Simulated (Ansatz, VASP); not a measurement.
## V in VASP and in Ansatz

```
V
1.0
    -1.29865    1.29865    1.29865
     1.29865   -1.29865    1.29865
     1.29865    1.29865   -1.29865
V
1
Cartesian
  0.0000 0.0000 0.0000
```

Change from the starting cell: volume scaled by 0.65, LAPW.

Alike in both runs: task single point; functional PBE; k mesh 18 × 18 × 18; occupations fermi-dirac, width 0.1 eV; no spin polarisation.

```csv
,VASP,Ansatz
version,VASP 6.6.1,Ansatz 0.2.0
potentials or method,"VASP PAW PBE potentials, release 64 (V_sv), cutoff 520 eV","all-electron LAPW, scalar-relativistic"
```

```csv
,VASP,Ansatz,Ansatz less VASP
pressure (GPa),171.7,168.3,-3.36
```

Both programs put the cell under a high pressure, so it lies far from rest at this level. Ansatz ran all-electron here, and VASP with PAW potentials.

Noted on VASP's run: the cell as given lies far from equilibrium.
